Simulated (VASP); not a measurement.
TiTe2, 3 atoms in the cell. Symmetry: P-3m1, No. 164, trigonal system. The conventional cell has a = 3.777 Å, b = 3.777 Å, c = 6.498 Å, α = 90.00°, β = 90.00°, γ = 120.00°. Within 3.7 Å of Te (site symmetry 3m) lie 3 Ti at 2.77 Å. Within 3.7 Å of Ti (site symmetry -3m) lie 6 Te at 2.77 Å. 

- Program: VASP 6.6.1
- Task: relaxation of cell and atoms
- Functional: PBE
- Dispersion: D4
- Potentials or basis: VASP PAW PBE potentials, release 64 (Te, Ti_sv)
- Cutoff: 600 eV
- k mesh: 8 × 8 × 4
- Occupations: fermi-dirac, width 0.05 eV
- Spin: no spin polarisation
- Dipole correction: no
- Further INCAR settings: ALGO = Normal; EDIFF = 1e-07; IBRION = 2; EDIFFG = -0.01; NSW = 60; ISIF = 3

Potentials or basis: VASP PAW PBE potentials, release 64 (Te, Ti_sv).

Command:

```bash
$ cat potpaw_PBE.64/Te/POTCAR potpaw_PBE.64/Ti_sv/POTCAR > POTCAR
$ mpirun -np 1 vasp_std > vasp.out
```

Hardware: 1 thread of Intel(R) Xeon(R) Platinum 8259CL CPU @ 2.50GHz (Skylake/Cascade Lake), on a shared host.

Estimate the wall time of this run.

Wall time 7.5 min on 1 thread of Intel(R) Xeon(R) Platinum 8259CL CPU @ 2.50GHz (Skylake/Cascade Lake), on a shared host, peak memory 0.26 GiB. Counts: scf iterations 106, k points 35, ion steps 10.
